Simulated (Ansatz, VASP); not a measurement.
# ZnO: VASP beside Ansatz

Contents of INCAR:

```
SYSTEM = ZnO
PREC = Accurate
ENCUT = 600
EDIFF = 1E-6
ISMEAR = 0
SIGMA = 0.02
LREAL = .FALSE.
LASPH = .TRUE.
NELM = 100
ALGO = Normal
ISIF = 3
LWAVE = .FALSE.
LCHARG = .FALSE.
IBRION = 2
NSW = 100
EDIFFG = -0.005
```

Contents of KPOINTS:

```
Automatic mesh
0
G
  12 12 6
  0 0 0
```

Contents of POSCAR:

```
ZnO
1.0
    3.2493080000      0.0000000000      0.0000000000
   -1.6246540000      2.8139832727      0.0000000000
    0.0000000000      0.0000000000      5.2057090000
Zn O
2 2
Direct
    0.3333333333      0.6666666667      0.5000000000
    0.6666666667      0.3333333333      0.0000000000
    0.6666666667      0.3333333333      0.3790100000
    0.3333333333      0.6666666667      0.8790100000
```

Input for Ansatz:

```yaml
crystal:
  lattice:
    - [3.249308, 0.0, 0.0]
    - [-1.624654, 2.8139832727, 0.0]
    - [0.0, 0.0, 5.205709]
  atoms:
    - { symbol: Zn, position: [0.3333333333, 0.6666666667, 0.5] }
    - { symbol: Zn, position: [0.6666666667, 0.3333333333, 0.0] }
    - { symbol: O, position: [0.6666666667, 0.3333333333, 0.37901] }
    - { symbol: O, position: [0.3333333333, 0.6666666667, 0.87901] }
basis:
  ecutwfc: 420
kpoints:
  mp_grid: { grid: [12, 12, 6] }
hamiltonian:
  xc: lda
scf:
  occupations: { method: gaussian, width: 0.02 }
output:
  forces: true
  stress: true
  eigenvalues: true
relax:
  adjacent_minimum: "off"
  f_tol: 0.005
  max_steps: 80
  cell: { stress_tol: 0.05 }
```

Alike in both runs: task relaxation of cell and atoms; functional LDA; k mesh 12 × 12 × 6; occupations gaussian, width 0.02 eV; no spin polarisation.

|  | VASP | Ansatz |
| --- | --- | --- |
| version | VASP 6.6.1 | Ansatz 0.2.0 |
| potentials or method | VASP PAW LDA potentials, release 64 (Zn, O), cutoff 600 eV | scalar-relativistic, plane waves, PAW |
| valence electrons in the cell | 36 | 36 |

VASP gave:

```
gap on the k mesh at the Fermi level, each at its own relaxed structure (eV) : 0.80
relaxed volume (Å³/atom)                                                     : 11.41
relaxed cell length with the largest relative difference (Å)                 : 3.194
```

Question: Estimate Ansatz's values.

Answer: gap on the k mesh at the Fermi level, each at its own relaxed structure (eV): 0.80; relaxed volume (Å³/atom): 11.33; relaxed cell length with the largest relative difference (Å): 3.187.

LDA's correlation is that of Perdew and Zunger in VASP and of Perdew and Wang (1992) in Ansatz.
